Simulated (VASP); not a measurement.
Input of a VASP 6.6.1 run:

Contents of POSCAR:

```
ZnSe
1.0
    0.0000000000      2.7751138187      2.7751138187
    2.7751138187      0.0000000000      2.7751138187
    2.7751138187      2.7751138187      0.0000000000
Zn Se
1 1
Direct
    0.0000000000      0.0000000000      0.0000000000
    0.2500000000      0.2500000000      0.2500000000
```

INCAR.step1

```
  PREC = Accurate
  ENCUT = 520
  ISMEAR = 0
  SIGMA = 0.02
  LREAL = F
  LASPH = T
  NELM = 100
  NBANDS = 16
  GGA = PE
  ALGO = Normal
  EDIFF = 1E-4
  LWAVE = T
  LCHARG = F
```

File INCAR.step2:

```
  PREC = Accurate
  ENCUT = 520
  EDIFF = 1E-7
  ISMEAR = 0
  SIGMA = 0.02
  LREAL = F
  LASPH = T
  NELM = 100
  ALGO = Normal
  ISIF = 2
  LWAVE = F
  LCHARG = T
  METAGGA = R2SCAN
  LMIXTAU = T
  LELF = T
  LVHAR = T
  NBANDS = 16
  ISTART = 1
```

Contents of KPOINTS:

```
regular mesh
0
Gamma
  8 8 8
```

Potentials or basis: VASP PAW PBE potentials, release 64 (Zn, Se).

The run is started by

```console
$ cat potpaw_PBE.64/Zn/POTCAR potpaw_PBE.64/Se/POTCAR > POTCAR
$ cp INCAR.step1 INCAR
$ mpirun -np 1 vasp_std > vasp.out
$ cp INCAR.step2 INCAR
$ mpirun -np 1 vasp_std > vasp.out
```

(1) What does it give for the band gap on the k mesh?

(2) What does it give for the pressure?

## Answers

(1) 2.15 eV, direct.

(2) 4.8 GPa.

Caveat: the PAW data sets were made with another functional, which shifts forces and pressure a little.
